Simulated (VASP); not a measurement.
Runs of VASP 6.6.1 on BaTiO3. The structure is that of space group P4mm (No. 99), or close to it. The cells are those of the table. 

```tsv
task	level	cell	cutoff (eV)	smearing	gap on the mesh (eV)	pressure (GPa)	relaxed volume (Å³/atom)	largest force (eV/Å)
relaxation of cell and atoms	PBEsol	relaxed from a = 3.985, b = 3.985, c = 4.200 Å, 5 atoms	600	fermi-dirac 0.02 eV	(b)	0.0	12.79	-
single point	PBE	a = 3.985, b = 3.985, c = 4.200 Å, 5 atoms	520	fermi-dirac 0.02 eV	1.79	1.6	-	(a)
single point	r2SCAN	a = 3.972, b = 3.972, c = 4.113 Å, 5 atoms	520	fermi-dirac 0.02 eV	2.21	1.9	-	0.17
relaxation of cell and atoms	PBE	relaxed from a = 3.990, b = 3.990, c = 4.103 Å, 5 atoms	600	fermi-dirac 0.02 eV	1.77	0.0	13.48	-
single point	r2SCAN	a = 3.972, b = 3.972, c = 4.113 Å, 5 atoms	520	gaussian 0.01 eV	2.21	1.9	-	0.17
```

Alike in all rows: potentials or basis VASP PAW PBE potentials, release 64 (Ba_sv, Ti_sv, O); no spin polarisation; k mesh 6 × 6 × 6.

Task: Fill in the values left out.

Result: (a) 0.08; (b) 1.76.

Caveats: spin-orbit coupling is left out, which moves the levels of the heavy elements; the PAW data sets were made with another functional, which shifts forces and pressure a little (some runs).

A k mesh can miss the band edges, and the runs leave out spin-orbit coupling on Ba.
